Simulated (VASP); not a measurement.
**SiC (e600): single point with PBEsol**

Crystal: SiC (e600).

```xyz
2
Lattice="0.0000 2.1784 2.1784 2.1784 0.0000 2.1784 2.1784 2.1784 0.0000" Properties=species:S:1:pos:R:3 pbc="T T T"
Si    0.0000    0.0000    0.0000
C     1.0892    1.0892    1.0892
```

- Program: VASP 6.6.1
- Task: single point
- Functional: PBEsol
- Potentials or basis: VASP PAW PBE potentials, release 64 (Si, C)
- Cutoff: 600 eV
- k mesh: 10 × 10 × 10
- Occupations: gaussian, width 0.02 eV
- Spin: no spin polarisation
- Dipole correction: no
- Further INCAR settings: ALGO = Normal; EDIFF = 1e-06; NBANDS = 11

- Pressure: 0.2 GPa
- Band gap on the k mesh: 1.23 eV, indirect (least direct gap 4.44 eV)

Levels at points of the mesh, in eV from the valence-band top:
```tsv
k point	band 1	band 2	band 3	band 4	band 5	band 6	band 7	band 8
(0.00, 0.00, 0.00)	-15.43	0.00	0.00	0.00	6.20	7.25	7.25	7.25
(0.50, 0.00, 0.00)	-11.82	-8.60	-1.06	-1.06	5.38	7.14	7.14	9.92
(0.50, 0.50, 0.00)	-10.36	-7.84	-3.21	-3.21	1.23	4.20	13.96	13.96
```

Run time: 35 s on 1 thread of AMD EPYC 7R13 (shared host), peak memory 0.12 GiB.

Caveat: the PAW data sets were made with another functional, which shifts forces and pressure a little. Expect the measured gap to be larger: semilocal functionals such as PBEsol lack the derivative discontinuity.
